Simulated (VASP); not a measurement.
# K3C4 (P-43m) in VASP: notebook, part 2 of 2

VASP 6.6.1. The steps go on from the part before.

**4. Relaxation of cell and atoms, PBE (atoms taken out)**

INCAR

```
SYSTEM = K3C4
ALGO = Normal ; EDIFF = 1E-6
EDIFFG = -0.01 ; ENCUT = 600
GGA = PE ; IBRION = 2
ISIF = 3 ; ISMEAR = 0
LASPH = .True. ; LCHARG = .False.
LREAL = .False. ; LWAVE = .False.
NELM = 80 ; NSW = 100
PREC = Accurate ; SIGMA = 0.1
```

KPOINTS

```
k-points
0
Gamma
  8 8 8
  0 0 0
```

POSCAR

```
K3C4
1.0
    5.1570425294      0.0000000000      0.0000000000
    0.0000000000      5.1570425294      0.0000000000
    0.0000000000      0.0000000000      5.1570425294
K C
3 4
Direct
    0.0000000000      0.0000000000      0.5000000000
    0.0000000000      0.5000000000      0.0000000000
    0.5000000000      0.0000000000      0.0000000000
    0.3918689871      0.3918689871      0.3918689871
    0.3918689871      0.6081310129      0.6081310129
    0.6081310129      0.3918689871      0.6081310129
    0.6081310129      0.6081310129      0.3918689871
```

Potentials or basis: VASP PAW PBE potentials, release 64 (K_sv, C).

Run with:

```sh
cat potpaw_PBE.64/K_sv/POTCAR potpaw_PBE.64/C/POTCAR > POTCAR
mpirun -np 1 vasp_std > vasp.out
```

OUTCAR:

```text
SYSTEM = K3C4
   EDIFF = 1E-6
   EDIFFG = -0.01
   ENCUT = 600
   GGA = PE
   IBRION = 2
   ISIF = 3
   ISMEAR = 0
   LASPH = .True.
   LREAL = .False.
   NELM = 80
   NSW = 100
   PREC = Accurate

 ion  position               nearest neighbor table
   1  0.000  0.000  0.500-   4 2.91   5 2.91   6 2.91   7 2.91   2 3.65   3 3.65   2 3.65   3 3.65
                             2 3.65   2 3.65   3 3.65   3 3.65
   2  0.000  0.500  0.000-   4 2.91   5 2.91   6 2.91   7 2.91   1 3.65   3 3.65   1 3.65   1 3.65
                             3 3.65   1 3.65   3 3.65   3 3.65
   3  0.500  0.000  0.000-   4 2.91   5 2.91   6 2.91   7 2.91   1 3.65   2 3.65   1 3.65   2 3.65
                             1 3.65   2 3.65   1 3.65   2 3.65
   4  0.392  0.392  0.392-   5 1.58   6 1.58   7 1.58   1 2.91   2 2.91   3 2.91
   5  0.392  0.608  0.608-   4 1.58   6 1.58   7 1.58   1 2.91   2 2.91   3 2.91
   6  0.608  0.392  0.608-   4 1.58   5 1.58   7 1.58   1 2.91   2 2.91   3 2.91
   7  0.608  0.608  0.392-   4 1.58   5 1.58   6 1.58   1 2.91   2 2.91   3 2.91

  LATTYP: Found a simple cubic cell.
 ALAT       =     5.1570425294

  Lattice vectors:

 A1 = (   5.1570425294,   0.0000000000,   0.0000000000)
 A2 = (   0.0000000000,   5.1570425294,   0.0000000000)
 A3 = (   0.0000000000,   0.0000000000,   5.1570425294)

Analysis of symmetry for initial positions (statically):
[... 193 lines left out ...]
  Total        0.1407133      0.1407133      0.1407133      0.0000000      0.0000000      0.0000000
  in kB        1.6437793      1.6437793      1.6437793      0.0000000      0.0000000      0.0000000
  external PRESSURE =       1.6437793 kB  Pullay stress =       0.0000000 kB
[... 69 lines left out ...]
--------------------------------------- Ionic step        3  -------------------------------------------

 number of electron      43.0000003 magnetization

 Free energy of the ion-electron system (eV)
  ---------------------------------------------------
  ext. energy  EPLUGINS =         0.00000000
  ---------------------------------------------------
  free energy    TOTEN  =       -32.32597561 eV

  energy without entropy =      -32.29939161  energy(sigma->0) =      -32.31268361

 E-fermi :   1.0705     XC(G=0):  -8.3536

 val. band max:        1.0633269908   @ k =   0.3750   0.2500   0.2500
 cond. band min:       1.0999150839   @ k =   0.5000   0.3750   0.3750
 fundamental gap:      0.0365880931
 Fermi energy:         1.0705313129

 k-point     1 :       0.0000    0.0000    0.0000
  band No.  band energies     occupation
      1     -29.1415      2.00000
      2     -29.0416      2.00000
      3     -29.0416      2.00000
      4     -16.9814      2.00000
      5     -12.9847      2.00000
      6     -12.9847      2.00000
[... 661 lines left out ...]
     24       5.2330      0.00000
     25       5.3926      0.00000

 [... further k-points ...]

------------------------ aborting loop because EDIFF is reached ----------------------------------------

  FORCE on cell =-STRESS in cart. coord.  units (eV):
  Direction    XX          YY          ZZ          XY          YZ          ZX
  --------------------------------------------------------------------------------------
  -------------------------------------------------------------------------------------
  Total        0.0097302      0.0097302      0.0097302     -0.0000000      0.0000000     -0.0000000
  in kB        0.1135671      0.1135671      0.1135671     -0.0000000      0.0000000     -0.0000000
  external PRESSURE =       0.1135671 kB  Pullay stress =       0.0000000 kB
[... 22 lines left out ...]
  FREE ENERGIE OF THE ION-ELECTRON SYSTEM (eV)
  ---------------------------------------------------
  free  energy   TOTEN  =       -32.3259756086 eV

  energy  without entropy=      -32.2993916127  energy(sigma->0) =      -32.31268361

 reached required accuracy - stopping structural energy minimisation
```

It took 5.4 min on 1 thread of Intel Xeon Platinum 8488C (Sapphire Rapids), shared host; peak memory 0.34 GiB.

What came out:

| Item | Value |
| --- | --- |
| Free energy | -32.3260 eV |
| Relaxed volume | 19.61 Å³/atom |
| Relaxed cell | a = 5.159 Å, b = 5.159 Å, c = 5.159 Å, α = 90.00°, β = 90.00°, γ = 90.00° |
| Space group after relaxing (to 0.1 Å) | P-43m (No. 215) |
| Energy gained by relaxing | 0.0 meV/atom |
| Ionic steps | 3 |
| Pressure after relaxing | 0.0 GPa |
| Band gap on the k mesh | zero (an odd number of electrons rules out a gap without spin polarisation) |

The path:
| step | energy change (eV) | largest force (eV/Å) | pressure (GPa) | volume (Å³) |
| --- | --- | --- | --- | --- |
| 1 | 0.0000 | 0.0908 | 0.16 | 137.15 |
| 2 | 0.0013 | 0.2169 | -0.32 | 137.55 |
| 3 | -0.0003 | 0.0017 | 0.01 | 137.27 |

Final structure:
```xyz
7
Lattice="5.1585 0.0000 0.0000 0.0000 5.1585 0.0000 0.0000 0.0000 5.1585" Properties=species:S:1:pos:R:3 pbc="T T T"
K     0.0000    0.0000    2.5793
K     0.0000    2.5793    0.0000
K     2.5793    0.0000    0.0000
C     2.0207    2.0207    2.0207
C     2.0207    3.1378    3.1378
C     3.1378    2.0207    3.1378
C     3.1378    3.1378    2.0207
```

Levels at points of the mesh, in eV from the Fermi level:
| k point | band 18 | band 19 | band 20 | band 21 | band 22 | band 23 | band 24 | band 25 |
| --- | --- | --- | --- | --- | --- | --- | --- | --- |
| (0.00, 0.00, 0.00) | -0.80 | -0.80 | -0.63 | -0.63 | -0.63 | 1.19 | 5.39 | 5.39 |
| (0.50, 0.00, 0.00) | -0.74 | -0.50 | -0.45 | -0.45 | -0.06 | 1.69 | 4.80 | 4.84 |
| (0.50, 0.50, 0.00) | -0.94 | -0.51 | -0.51 | -0.26 | 0.25 | 2.81 | 3.99 | 3.99 |
| (0.50, 0.50, 0.50) | -1.00 | -1.00 | -1.00 | 0.11 | 0.11 | 3.60 | 4.32 | 4.32 |

Caveat: the cell differs from its parent crystal (atoms taken out).

**5. Overview**

```csv
task,cell,k mesh,cutoff (eV),gap on the mesh (eV),pressure (GPa)
single point,"a = 6.463 Å, 7 atoms, atomic positions A",4 × 4 × 4,520,none,-0.1
single point,"a = 5.157 Å, 7 atoms, atomic positions B",8 × 8 × 8,520,none,0.2
relaxation of cell and atoms,"relaxed from a = 5.157 Å, 7 atoms, atomic positions B",8 × 8 × 8,600,none,0.0
```

Alike in all rows: level PBE; potentials or basis VASP PAW PBE potentials, release 64 (K_sv, C); no spin polarisation; smearing gaussian 0.1 eV.

Total energies depend on the potentials used, so only differences within one code and one set of settings carry meaning.
